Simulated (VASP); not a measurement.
# GaSb (k07) (F-43m) in VASP: vibrations by perturbation theory with PBE

Aim: the vibrations by perturbation theory of GaSb (k07) with PBE.

Everything below comes from runs of VASP 6.6.1. Logs are shortened: lines on timing, memory, paths and dates and some standing lists are left out, and cuts for length are marked.

### Step 1. The cell of the first run

Symmetry: F-43m, No. 216, cubic system. Conventional cell: a = 6.216 Å, b = 6.216 Å, c = 6.216 Å, α = 90.00°, β = 90.00°, γ = 90.00°. Ga (site symmetry -43m) has 4 Sb at 2.69 Å within 3.5 Å. Sb (site symmetry -43m) has 4 Ga at 2.69 Å within 3.5 Å.

### Step 2. Vibrations by perturbation theory, PBE

The input, INCAR:

```
SYSTEM = GaSb
PREC = Accurate ; ENCUT = 520
EDIFF = 1E-8 ; ISMEAR = -1
SIGMA = 0.15 ; LREAL = .False.
LASPH = .True. ; NELM = 100
ALGO = Normal ; ISIF = 2
LWAVE = .False. ; LCHARG = .False.
GGA = PE ; NBANDS = 16
IBRION = 8 ; NSW = 1
```

The input, KPOINTS:

```
Automatic mesh
0
Gamma
  16 16 16
  0 0 0
```

The input, POSCAR:

```
GaSb
1.0
    0.0000000000      3.1079013200      3.1079013200
    3.1079013200      0.0000000000      3.1079013200
    3.1079013200      3.1079013200      0.0000000000
Ga Sb
1 1
Direct
    0.0000000000      0.0000000000      0.0000000000
    0.2500000000      0.2500000000      0.2500000000
```

Potentials or basis: VASP PAW PBE potentials, release 64 (Ga_d, Sb).

On the command line:

```bash
cat potpaw_PBE.64/Ga_d/POTCAR potpaw_PBE.64/Sb/POTCAR > POTCAR
mpirun -np 1 vasp_std > vasp.out
```

OUTCAR:

```text
SYSTEM = GaSb
   PREC = Accurate
   ENCUT = 520
   EDIFF = 1E-8
   ISMEAR = -1
   LREAL = .False.
   LASPH = .True.
   NELM = 100
   ISIF = 2
   GGA = PE
   IBRION = 8
   NSW = 1

 ion  position               nearest neighbor table
   1  0.000  0.000  0.000-   2 2.69   2 2.69   2 2.69   2 2.69
   2  0.250  0.250  0.250-   1 2.69   1 2.69   1 2.69   1 2.69

  LATTYP: Found a face centered cubic cell.
 ALAT       =     6.2158026400

  Lattice vectors:

 A1 = (   0.0000000000,   3.1079013200,   3.1079013200)
 A2 = (   3.1079013200,   0.0000000000,   3.1079013200)
 A3 = (   3.1079013200,   3.1079013200,   0.0000000000)

Analysis of symmetry for initial positions (statically):
=====================================================================
 Subroutine PRICEL returns:
 Original cell was already a primitive cell.

 Routine SETGRP: Setting up the symmetry group for a
 face centered cubic supercell.

 Subroutine GETGRP returns: Found 24 space group operations
 (whereof 24 operations were pure point group operations)
 out of a pool of 48 trial point group operations.

The static configuration has the point symmetry T_d .

Analysis of symmetry for dynamics (positions and initial velocities):
=====================================================================
 Subroutine PRICEL returns:
 Original cell was already a primitive cell.

 Routine SETGRP: Setting up the symmetry group for a
 face centered cubic supercell.

 Subroutine GETGRP returns: Found 24 space group operations
 (whereof 24 operations were pure point group operations)
 out of a pool of 48 trial point group operations.

The dynamic configuration has the point symmetry T_d .

 Subroutine INISYM returns: Found 24 space group operations
 (whereof 24 operations are pure point group operations),
 and found     1 'primitive' translations

----------------------------------------------------------------------------------------

                                     Primitive cell

  volume of cell :      60.0388

  direct lattice vectors                    reciprocal lattice vectors
     0.000000000  3.107901320  3.107901320    -0.160880269  0.160880269  0.160880269
     3.107901320  0.000000000  3.107901320     0.160880269 -0.160880269  0.160880269
     3.107901320  3.107901320  0.000000000     0.160880269  0.160880269 -0.160880269

  length of vectors
     4.395236197  4.395236197  4.395236197     0.278652800  0.278652800  0.278652800

  position of ions in fractional coordinates (direct lattice)
     0.000000000  0.000000000  0.000000000
     0.250000000  0.250000000  0.250000000

  ion indices of the primitive-cell ions
   primitive index   ion index
                 1           1
                 2           2

----------------------------------------------------------------------------------------

 KPOINTS: Automatic mesh

Automatic generation of k-mesh.
 Grid dimensions read from file:
 generate k-points for:   16   16   16

 Generating k-lattice:

  Cartesian coordinates                     Fractional coordinates (reciprocal lattice)
    -0.010055017  0.010055017  0.010055017     0.062500000  0.000000000  0.000000000
     0.010055017 -0.010055017  0.010055017     0.000000000  0.062500000  0.000000000
     0.010055017  0.010055017 -0.010055017     0.000000000  0.000000000  0.062500000

  Length of vectors
     0.017415800  0.017415800  0.017415800

  Shift w.r.t. Gamma in fractional coordinates (k-lattice)
     0.000000000  0.000000000  0.000000000

 Subroutine IBZKPT returns following result:
[... 73 lines left out ...]
   LORBIT       =      0    0 simple, 1 ext, 2 COOP (PROOUT), +10 PAW based schemes
   GGA     = PE    functional components
   LHFCALC =     F    Hartree Fock is set to
   AEXX    =    0.0000 exact exchange contribution
   IVDW    =     0    specifies the selected vdW correction
   LEPSILON=     F    determine dielectric tensor
   LRPA    =     F    only Hartree local field effects (RPA)
 non-spin polarized calculation
  energy-cutoff  :      520.00
  volume of cell :       60.04
 maximum number of plane-waves:      1639
 NGX is ok and might be reduce to    36
   NGX = 17   NGY = 17   NGZ = 17

--------------------------------------- Ionic step        1  -------------------------------------------

 number of electron      17.9999991 magnetization

 Free energy of the ion-electron system (eV)
  ---------------------------------------------------
  ext. energy  EPLUGINS =         0.00000000
  ---------------------------------------------------
  free energy    TOTEN  =        -7.37565108 eV

  energy without entropy =       -7.36860216  energy(sigma->0) =       -7.37212662

 E-fermi :   4.5940     XC(G=0):  -8.8843

 val. band max:        4.3933210538   @ k =   0.0000   0.0000   0.0000
 cond. band min:       4.7028484896   @ k =   0.5000   0.0000   0.0000
 fundamental gap:      0.3095274357
 Fermi energy:         4.5939810871

 k-point     1 :       0.0000    0.0000    0.0000
  band No.  band energies     occupation
      1     -10.5496      2.00000
      2     -10.5496      2.00000
      3     -10.5496      2.00000
      4     -10.5067      2.00000
      5     -10.5067      2.00000
      6      -6.7622      2.00000
[... 433 lines left out ...]
      3     -10.5481      2.00000
      4     -10.5070      2.00000
      5     -10.5066      2.00000
      6      -6.6613      2.00000
[... 8 lines left out ...]
     15      12.0576      0.00000
     16      12.4512      0.00000

 [... further k-points ...]

------------------------ aborting loop because EDIFF is reached ----------------------------------------

  FORCE on cell =-STRESS in cart. coord.  units (eV):
  Direction    XX          YY          ZZ          XY          YZ          ZX
  --------------------------------------------------------------------------------------
  -------------------------------------------------------------------------------------
  Total        0.0226117      0.0226117      0.0226117     -0.0000000      0.0000000     -0.0000000
  in kB        0.6034093      0.6034093      0.6034093     -0.0000000      0.0000000     -0.0000000
  external PRESSURE =       0.6034093 kB  Pullay stress =       0.0000000 kB

 VOLUME and BASIS-vectors are now :
 -----------------------------------------------------------------------------
  energy-cutoff  :      520.00
  volume of cell :       60.04
      direct lattice vectors                 reciprocal lattice vectors
     0.000000000  3.107901320  3.107901320    -0.160880269  0.160880269  0.160880269
     3.107901320  0.000000000  3.107901320     0.160880269 -0.160880269  0.160880269
     3.107901320  3.107901320  0.000000000     0.160880269  0.160880269 -0.160880269

 POSITION                                       TOTAL-FORCE (eV/Angst)
 -----------------------------------------------------------------------------------
      0.00000      0.00000      0.00000        -0.000000     -0.000000     -0.000000
      1.55395      1.55395      1.55395         0.000000      0.000000      0.000000
 -----------------------------------------------------------------------------------
    total drift:                                0.000001      0.000001      0.000001

  FREE ENERGIE OF THE ION-ELECTRON SYSTEM (eV)
  ---------------------------------------------------
  free  energy   TOTEN  =        -7.3756510758 eV

  energy  without entropy=       -7.3686021608  energy(sigma->0) =       -7.37212662

[... ionic steps 2 to 3 ...]

--------------------------------------- Ionic step        4  -------------------------------------------

------------------------ aborting loop because EDIFF is reached ----------------------------------------

[... ionic steps 5 to 6 ...]

--------------------------------------- Ionic step        7  -------------------------------------------

 Free energy of the ion-electron system (eV)
  ---------------------------------------------------
  ---------------------------------------------------
  free energy    TOTEN  =        -0.02574133 eV

  energy without entropy =       -0.02574133

------------------------ aborting loop because EDIFF is reached ----------------------------------------

 INTERNAL STRAIN TENSOR  FOR ION    2  DIRECTION 1   (eV/Angst):
 -----------------------------------------------------------------------------
     0.00280  0.00000  0.00000
     0.00000 -0.00068 -5.89323
     0.00000 -5.89323 -0.00068

 INTERNAL STRAIN TENSOR FOR ION    2 for displacements in x,y,z  (eV/Angst):
          X           Y           Z          XY          YZ          ZX
  --------------------------------------------------------------------------------
  x    -0.00000     0.00000     0.00000     0.00000    -5.89323     0.00000
  y    -0.00000     0.00000    -0.00000     0.00000     0.00000    -5.89323
  z     0.00000     0.00000    -0.00000    -5.89323     0.00000     0.00000

 SECOND DERIVATIVES (NOT SYMMETRIZED)
 ------------------------------------
               1X          1Y          1Z          2X          2Y          2Z
  1X    -7.076999    0.000000    0.000000    7.076999    0.000000    0.000000
  1Y     0.000000   -7.076999    0.000000    0.000000    7.076999    0.000000
  1Z     0.000000    0.000000   -7.076999    0.000000    0.000000    7.076999
  2X     7.123357    0.000000    0.000000   -7.123357    0.000000    0.000000
  2Y     0.000000    7.123357    0.000000    0.000000   -7.123357    0.000000
  2Z     0.000000    0.000000    7.123357    0.000000    0.000000   -7.123357

 Eigenvectors and eigenvalues of the dynamical matrix
 ----------------------------------------------------

   1 f  =    6.253518 THz    39.292015 2PiTHz  208.594921 cm-1    25.862462 meV
             X         Y         Z           dx          dy          dz
      0.000000  0.000000  0.000000    -0.796458    0.000000    0.000000
      1.553951  1.553951  1.553951     0.604693    0.000000    0.000000
[... 21 lines left out ...]
   6 f/i=    0.009832 THz     0.061777 2PiTHz    0.327964 cm-1     0.040662 meV
             X         Y         Z           dx          dy          dz
      0.000000  0.000000  0.000000     0.000000    0.000000   -0.604693
      1.553951  1.553951  1.553951     0.000000    0.000000   -0.796458

--------------------------------------------------------------------------------------------------------

 ELASTIC MODULI CONTR FROM IONIC RELAXATION (kBar)
 Direction    XX          YY          ZZ          XY          YZ          ZX
 --------------------------------------------------------------------------------
 XX          -0.0000      0.0000      0.0000      0.0000     -0.0000     -0.0000
 YY           0.0000     -0.0000      0.0000      0.0000      0.0000      0.0000
 ZZ           0.0000      0.0000     -0.0000     -0.0000      0.0000     -0.0000
 XY           0.0000      0.0000     -0.0000   -132.7032     -0.0000      0.0000
 YZ          -0.0000      0.0000      0.0000     -0.0000   -132.7032      0.0000
 ZX          -0.0000      0.0000     -0.0000      0.0000      0.0000   -132.7032
 --------------------------------------------------------------------------------
```

Run time: 28 min. Hardware: 1 thread of Intel Xeon Platinum 8488C (Sapphire Rapids), shared host; peak memory 1.3 GiB.

Results:

```yaml
Highest_phonon_frequency_at_Γ_LO-TO_splitting_left_out: 209 cm⁻¹
```

Phonon frequencies in cm⁻¹ (negative: imaginary):
| q point | frequencies |
| --- | --- |
| (0.000, 0.000, 0.000) | 0 0 0 209 209 209 |

Caveat: spin-orbit coupling is left out, which moves the levels of the heavy elements.
